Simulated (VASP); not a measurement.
Input of a VASP 6.6.1 run:

File INCAR:

```
SYSTEM = Pt
  PREC = Accurate
  ENCUT = 520
  EDIFF = 1E-7
  ISMEAR = 0
  SIGMA = 0.15
  LREAL = .False.
  LASPH = .True.
  NELM = 80
  ALGO = Normal
  ISIF = 2
  LWAVE = .False.
  LCHARG = .True.
  LELF = .True.
  LVHAR = .True.
  NBANDS = 11
```

KPOINTS

```
Automatic mesh
0
Gamma
  20 20 20
  0 0 0
```

Contents of POSCAR:

```
Pt
1.0
   -0.0973383644      1.8591627604      1.8591627604
    1.8591627604     -0.0973383644      1.8591627604
    1.8591627604      1.8591627604     -0.0973383644
Pt
1
Direct
    0.0000000000      0.0000000000      0.0000000000
```

Potentials or basis: VASP PAW LDA potentials, release 64 (Pt).

Launch:

```bash
$ cat potpaw_LDA.64/Pt/POTCAR > POTCAR
$ mpirun -np 1 vasp_std > vasp.out
```

Q: What does it give for the pressure?

A: 26.1 GPa.

Q: What does it give for the band gap on the k mesh?

A: Zero (band 5 reaches 13.66 eV, above the bottom of band 6 at 10.59 eV).

Stress tensor (GPa, compression positive):
```
26.15  6.67  6.67
 6.67 26.15  6.67
 6.67  6.67 26.15
```

Caveat: spin-orbit coupling is left out, which moves the levels of the heavy elements.
